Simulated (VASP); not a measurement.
A run of VASP 6.6.1 is set up as follows.

INCAR

```
PREC = Accurate
ENCUT = 600
EDIFF = 1E-6
ISMEAR = -1
SIGMA = 0.05
LREAL = False
LASPH = True
NELM = 80
ALGO = Fast
ISIF = 3
LWAVE = False
LCHARG = False
GGA = B5
ALDAX = 1.0
AGGAX = 1.0
AGGAC = 1.0
ALDAC = 0.0
IVDW = 12
VDW_S6 = 1.0
VDW_S8 = 2.6996
VDW_A1 = 0.4298
VDW_A2 = 4.2359
IBRION = 2
NSW = 60
EDIFFG = -0.01
```

Contents of KPOINTS:

```
regular mesh
0
Gamma
  12 12 12
```

POSCAR

```
Mo
1.0
   -1.5838089719      1.5838089719      1.5838089719
    1.5838089719     -1.5838089719      1.5838089719
    1.5838089719      1.5838089719     -1.5838089719
Mo
1
Direct
    0.0000000000      0.0000000000      0.0000000000
```

Potentials or basis: VASP PAW PBE potentials, release 64 (Mo_sv).

Command:

```console
$ cat potpaw_PBE.64/Mo_sv/POTCAR > POTCAR
$ mpirun -np 1 vasp_std > vasp.out
```

(1) What does it give for the dispersion energy per atom?

(2) Estimate the relaxed volume.

(3) Estimate the band gap on the k mesh.

Results:

(1) -1.714 eV.

(2) 15.36 Å³/atom.

(3) zero (band 7 reaches 17.41 eV, above the bottom of band 8 at 11.96 eV).

Caveat: the PAW data sets were made with another functional, which shifts forces and pressure a little; pairwise dispersion overbinds metals, which lowers pressure and volume.
